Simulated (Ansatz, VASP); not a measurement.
## Ir in VASP and in Ansatz

The input INCAR:

```
ALGO = Normal ; EDIFF = 1E-6
ENCUT = 520 ; GGA = PS
ISIF = 2 ; ISMEAR = 0
LASPH = True ; LCHARG = True
LELF = True ; LREAL = False
LVHAR = True ; LWAVE = False
NBANDS = 10 ; NELM = 60
PREC = Accurate ; SIGMA = 0.15
```

The input KPOINTS:

```
k-points
0
Gamma
  22 22 22
```

The input POSCAR:

```
Ir
1.0
    0.0000000000      1.9676925000      1.8717075000
    1.9676925000      0.0000000000      1.8717075000
    1.9676925000      1.9676925000      0.0000000000
Ir
1
Direct
    0.0000000000      0.0000000000      0.0000000000
```

Input for Ansatz:

```yaml
crystal:
  lattice:
    - [0.0, 1.9676925, 1.8717075]
    - [1.9676925, 0.0, 1.8717075]
    - [1.9676925, 1.9676925, 0.0]
  atoms:
    - { symbol: Ir, position: [0.0, 0.0, 0.0] }
basis:
  ecutwfc: 420
kpoints:
  mp_grid: { grid: [22, 22, 22] }
hamiltonian:
  xc: pbesol
scf:
  occupations: { method: gaussian, width: 0.15 }
output:
  forces: true
  stress: true
  eigenvalues: true
```

Change from the starting cell: strain +0.025 along x and y, -0.025 along z, atoms carried along.

Alike in both runs: task single point; functional PBEsol; k mesh 22 × 22 × 22; occupations gaussian, width 0.15 eV; no spin polarisation.

|  | VASP | Ansatz |
| --- | --- | --- |
| version | VASP 6.6.1 | Ansatz 0.2.0 |
| potentials or method | VASP PAW PBE potentials, release 64 (Ir), cutoff 520 eV | scalar-relativistic, plane waves, PAW |
| valence electrons in the cell | 9 | 17 |

Ansatz gave:

* gap on the k mesh at the Fermi level (eV): none
* pressure (GPa): -10.5
* traceless stress, the component that is largest in VASP (GPa): 11.33

Q: What did VASP give for the same quantities?

A: gap on the k mesh at the Fermi level (eV): none; pressure (GPa): -9.7; traceless stress, the component that is largest in VASP (GPa): 11.29.

VASP's potentials were made for PBE, not for PBEsol. A gap of «none» marks a metal or a gap that the smearing closes. VASP's potentials hold 9 valence electrons a cell and Ansatz's 17, so a difference there can come from the potentials and not from the codes.

Neither program's run includes spin-orbit coupling.
